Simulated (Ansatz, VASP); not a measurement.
**One calculation of Ca, two programs**

File INCAR:

```
SYSTEM = Ca
ALGO     = Fast           ! electronic algorithm
EDIFF    = 1E-6           ! SCF threshold, eV
ENCUT    = 520            ! plane-wave cutoff, eV
GGA      = PS             ! functional
ISIF     = 2              ! what is computed and relaxed
ISMEAR   = 0              ! smearing method
LASPH    = .True.         ! aspherical terms in the spheres
LCHARG   = .False.        ! write CHGCAR
LREAL    = .False.        ! projectors in reciprocal space
LWAVE    = .False.        ! write WAVECAR
NBANDS   = 17             ! bands
NELM     = 60             ! most SCF steps
PREC     = Accurate       ! precision mode
SIGMA    = 0.15           ! smearing width, eV
```

Contents of KPOINTS:

```
k-points
0
Gamma
  12 12 8
  0 0 0
```

The input POSCAR:

```
Ca
1.0
    3.9202995278      0.0000000000      0.0000000000
   -1.9601497639      3.3950789815      0.0000000000
    0.0000000000      0.0000000000      6.3244000000
Ca
2
Direct
    0.3333333333      0.6666666667      0.2500000000
    0.6666666667      0.3333333333      0.7500000000
```

Input for Ansatz:

```yaml
crystal:
  lattice:
    - [3.9202995278, 0.0, 0.0]
    - [-1.9601497639, 3.3950789815, 0.0]
    - [0.0, 0.0, 6.3244]
  atoms:
    - { symbol: Ca, position: [0.3333333333, 0.6666666667, 0.25] }
    - { symbol: Ca, position: [0.6666666667, 0.3333333333, 0.75] }
basis:
  ecutwfc: 420
kpoints:
  mp_grid: { grid: [12, 12, 8] }
hamiltonian:
  xc: pbesol
scf:
  occupations: { method: gaussian, width: 0.15 }
output:
  forces: true
  stress: true
  eigenvalues: true
```

Change from the starting cell: strain -0.015 along x and y, -0.030 along z, atoms carried along.

Alike in both runs: task single point; functional PBEsol; k mesh 12 × 12 × 8; occupations gaussian, width 0.15 eV; no spin polarisation.

|  | VASP | Ansatz |
| --- | --- | --- |
| version | VASP 6.6.1 | Ansatz 0.2.0 |
| potentials or method | VASP PAW PBE potentials, release 64 (Ca_sv), cutoff 520 eV | scalar-relativistic, plane waves, PAW |
| valence electrons in the cell | 20 | 20 |

```csv
,VASP,Ansatz,Ansatz less VASP
gap on the k mesh at the Fermi level (eV),none,none,-
pressure (GPa),-0.5,-0.5,0.00
"traceless stress, the component that is largest in VASP (GPa)",0.39,0.39,-0.001
```

VASP's potentials were made for PBE, not for PBEsol. A gap of «none» marks a metal or a gap that the smearing closes.
